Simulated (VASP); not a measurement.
Wanted: the native input for a VASP 6.6.1 run.

| Item | Value |
| --- | --- |
| Task | relaxation of cell and atoms |
| Functional | PBE |
| Potentials or basis | VASP PAW PBE potentials, release 64 (Ga_d, P) |
| Cutoff | 600 eV |
| k mesh | 4 × 4 × 4 |
| Occupations | gaussian, width 0.1 eV |
| Spin | no spin polarisation |
| Dipole correction | no |
| Further INCAR settings | ALGO = Normal; EDIFF = 1e-06; IBRION = 2; EDIFFG = -0.04; NSW = 90; ISIF = 3 |

The structure of Ga2P3 lies in POSCAR:

```
Ga2P3
1.0
    4.6221635500      0.0000000000      0.0000000000
    0.0000000000      4.6221635500      0.0000000000
    0.0000000000      0.0000000000      4.6221635500
Ga P
2 3
Direct
    0.0000000000      0.0000000000      0.0000000000
    0.5000000000      0.5000000000      0.5000000000
    0.0000000000      0.5000000000      0.5000000000
    0.5000000000      0.0000000000      0.5000000000
    0.5000000000      0.5000000000      0.0000000000
```

The cell was built from a structure type or drawn by symmetry, and may not be a known phase.

One way to write it, as run:

INCAR

```
PREC = Accurate
ENCUT = 600
EDIFF = 1E-6
ISMEAR = 0
SIGMA = 0.1
LREAL = False
LASPH = True
NELM = 60
ALGO = Normal
ISIF = 3
LWAVE = False
LCHARG = False
GGA = PE
IBRION = 2
NSW = 90
EDIFFG = -0.04
```

KPOINTS

```
Automatic mesh
0
Gamma
  4 4 4
```

Potentials or basis: VASP PAW PBE potentials, release 64 (Ga_d, P).

Run with:

```console
$ cat potpaw_PBE.64/Ga_d/POTCAR potpaw_PBE.64/P/POTCAR > POTCAR
$ mpirun -np 1 vasp_std > vasp.out
```

It gave:

```json
{"Relaxed volume": "20.80 Å³/atom", "Relaxed cell": "a = 4.703 Å, b = 4.703 Å, c = 4.703 Å, α = 90.00°, β = 90.00°, γ = 90.00°", "Space group after relaxing (to 0.1 Å)": "Pm-3m (No. 221)", "Energy gained by relaxing": "10.9 meV/atom", "Ionic steps": "3", "Pressure after relaxing": "0.0 GPa", "Band gap on the k mesh": "zero (an odd number of electrons rules out a gap without spin polarisation)"}
```

It took 28 s on 1 thread of Intel(R) Xeon(R) 6975P-C (Granite Rapids), with other jobs on the host, peak memory 0.25 GiB.
